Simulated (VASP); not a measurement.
Write the native input for VASP 6.6.1 that does the following.

| Item | Value |
| --- | --- |
| Task | single point |
| Functional | LDA |
| Potentials or basis | VASP PAW LDA potentials, release 64 (Sn_d, F) |
| Cutoff | 520 eV |
| k mesh | 8 × 8 × 8 |
| Occupations | gaussian, width 0.05 eV |
| Spin | no spin polarisation |
| Dipole correction | no |
| Further INCAR settings | ALGO = Normal; EDIFF = 1e-06; NBANDS = 29 |

The structure of SnF4 lies in POSCAR:

```
SnF4
1.0
   -1.9642500000      2.0250000000      3.9650000000
    1.9642500000     -2.0250000000      3.9650000000
    1.9642500000      2.0250000000     -3.9650000000
Sn F
1 4
Direct
    0.0000000000      0.0000000000      0.0000000000
    0.2370000000      0.2370000000      0.0000000000
    0.7630000000      0.7630000000      0.0000000000
    0.5000000000      0.0000000000      0.5000000000
    0.0000000000      0.5000000000      0.5000000000
```

This cell differs from its parent crystal: strain -0.0300 x Voigt [1, 0, 0, 0, 0, 0].

These files were run (other wordings do the same):

INCAR

```
SYSTEM = SnF4
PREC = Accurate ; ENCUT = 520
EDIFF = 1E-6 ; ISMEAR = 0
SIGMA = 0.05 ; LREAL = .FALSE.
LASPH = .TRUE. ; NELM = 80
ALGO = Normal ; ISIF = 2
LWAVE = .FALSE. ; LCHARG = .FALSE.
GGA = CA ; NBANDS = 29
```

KPOINTS

```
Automatic mesh
0
G
  8 8 8
  0 0 0
```

Potentials or basis: VASP PAW LDA potentials, release 64 (Sn_d, F).

The run is started by

```bash
$ cat potpaw_LDA.64/Sn_d/POTCAR potpaw_LDA.64/F/POTCAR > POTCAR
$ mpirun -np 1 vasp_std > vasp.out
```

Results of the run:

The pressure is 4.1 GPa. The largest force is 0.407 eV/Å and the band gap on the k mesh is 3.38 eV, indirect (least direct gap 3.64 eV).

Caveat: the cell differs from its parent crystal (strain -0.0300 x Voigt [1, 0, 0, 0, 0, 0]); spin-orbit coupling is left out, which moves the levels of the heavy elements.

It took 5.1 min on 1 thread of Oxide Virtual Turin-like Processor, with other jobs on the host, peak memory 0.24 GiB.
